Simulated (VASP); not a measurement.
Set up this calculation in VASP 6.6.1, as the native input.

| Item | Value |
| --- | --- |
| Task | single point |
| Functional | LDA |
| Potentials or basis | VASP PAW LDA potentials, release 64 (Sn_d) |
| Cutoff | 520 eV |
| k mesh | 3 × 3 × 3 |
| Occupations | methfessel-paxton, width 0.05 eV |
| Spin | no spin polarisation |
| Dipole correction | no |
| Further INCAR settings | ALGO = Normal; EDIFF = 1e-06; NBANDS = 13 |

The structure of Sn lies in POSCAR:

```
Sn
1.0
   -1.7265400000      1.7755500000      2.3383400000
    1.7265400000     -1.7755500000      2.3383400000
    1.7265400000      1.7755500000     -2.3383400000
Sn
1
Direct
    0.0000000000      0.0000000000      0.0000000000
```

These files were run (other wordings do the same):

INCAR

```
PREC     = Accurate       # precision mode
ENCUT    = 520            # plane-wave cutoff, eV
EDIFF    = 1E-6           # SCF threshold, eV
ISMEAR   = 1              # smearing method
SIGMA    = 0.05           # smearing width, eV
LREAL    = False          # projectors in reciprocal space
LASPH    = True           # aspherical terms in the spheres
NELM     = 100            # most SCF steps
ALGO     = Normal         # electronic algorithm
ISIF     = 2              # what is computed and relaxed
LWAVE    = False          # write WAVECAR
LCHARG   = False          # write CHGCAR
NBANDS   = 13             # bands
```

KPOINTS

```
regular mesh
0
Gamma
  3 3 3
```

Potentials or basis: VASP PAW LDA potentials, release 64 (Sn_d).

Command:

```bash
$ cat potpaw_LDA.64/Sn_d/POTCAR > POTCAR
$ mpirun -np 1 vasp_std > vasp.out
```

It gave:

```yaml
Pressure: -8.3 GPa
Band_gap_on_the_k_mesh: zero (band 7 reaches 14.12 eV, above the bottom of band 8 at 5.31 eV)
```

Caveat: the k points lie up to 0.85 Å⁻¹ apart; spin-orbit coupling is left out, which moves the levels of the heavy elements.

Run time: 3.2 s on 1 thread of Intel Xeon 8259CL (shared host), peak memory 0.13 GiB.
